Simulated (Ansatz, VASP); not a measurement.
SiO2: VASP beside Ansatz

```
Si O
1.0
     4.98770    0.00000    0.00000
     0.00000    4.98770    0.00000
     0.00000    0.00000    6.96970
Si O
4 8
Direct
  0.30337 0.30337 0.00000
  0.19663 0.80337 0.25000
  0.69663 0.69663 0.50000
  0.80337 0.19663 0.75000
  0.23756 0.11287 0.18327
  0.38713 0.73756 0.43327
  0.76244 0.88713 0.68327
  0.61287 0.26244 0.93327
  0.73756 0.38713 0.56673
  0.88713 0.76244 0.31673
  0.26244 0.61287 0.06673
  0.11287 0.23756 0.81673
```

Alike in both runs: functional PBE; k mesh 5 × 5 × 4; occupations fermi-dirac, width 0.02 eV; no spin polarisation.

Ansatz relaxed the structure, and its values are those at the end. VASP's run is a single point on that final structure, the one shown.

|  | VASP | Ansatz |
| --- | --- | --- |
| version | VASP 6.6.1 | Ansatz 0.2.0 |
| potentials or method | VASP PAW PBE potentials, release 64 (Si, O) | plane-wave PAW, scalar-relativistic |
| plane-wave cutoff (eV) | 520 | 420 |
| valence electrons in the cell | 64 | 64 |

VASP gave:

```
gap on the k mesh at the Fermi level (eV) : 5.61
pressure (GPa)                            : 1.1
rms of the force components (eV/Å)        : 0.009
```

**Question.** What did Ansatz give for the same quantities?

**Answer.** gap on the k mesh at the Fermi level (eV): 5.61; pressure (GPa): 1.0; rms of the force components (eV/Å): 0.002.

Ansatz's warnings: stress scf threshold loose.
